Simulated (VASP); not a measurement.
A run of VASP 6.6.1 is set up as follows.

The input INCAR:

```
SYSTEM = Mo6N
PREC = Accurate
ENCUT = 600
EDIFF = 1E-6
ISMEAR = 0
SIGMA = 0.1
LREAL = .FALSE.
LASPH = .TRUE.
NELM = 200
ALGO = Normal
ISIF = 2
LWAVE = .FALSE.
LCHARG = .TRUE.
ISPIN = 2
MAGMOM = 1 1 1 1 1 1 0
LORBIT = 11
LMAXMIX = 4
GGA = PE
LELF = .TRUE.
LVHAR = .TRUE.
NBANDS = 58
GGA_COMPAT = .FALSE.
```

Contents of KPOINTS:

```
Automatic mesh
0
G
  4 4 4
  0 0 0
```

File POSCAR:

```
Mo6N
1.0
    4.8966261800      0.0000000000      0.0000000000
    0.0000000000      4.8966261800      0.0000000000
    0.0000000000      0.0000000000      4.8966261800
Mo N
6 1
Direct
    0.2070000000      0.5000000000      0.5000000000
    0.5000000000      0.2070000000      0.5000000000
    0.7930000000      0.5000000000      0.5000000000
    0.5000000000      0.7930000000      0.5000000000
    0.5000000000      0.5000000000      0.2070000000
    0.5000000000      0.5000000000      0.7930000000
    0.0000000000      0.0000000000      0.0000000000
```

Potentials or basis: VASP PAW PBE potentials, release 64 (Mo_sv, N).

Command:

```sh
$ cat potpaw_PBE.64/Mo_sv/POTCAR potpaw_PBE.64/N/POTCAR > POTCAR
$ mpirun -np 1 vasp_std > vasp.out
```

Task: Estimate the largest force.

Result: 26.163 eV/Å.

Task: What does it give for the pressure?

Result: 170.7 GPa.

Forces in eV/Å, atoms in the order of the input:
```
Mo  -26.163   0.000   0.000
Mo    0.000 -26.163   0.000
Mo   26.163   0.000   0.000
Mo    0.000  26.163   0.000
Mo    0.000   0.000 -26.163
Mo    0.000   0.000  26.163
N     0.000   0.000   0.000
```

Caveat: forces of over 1 eV/Å act on the atoms, so gaps and moduli don't describe the material at rest.
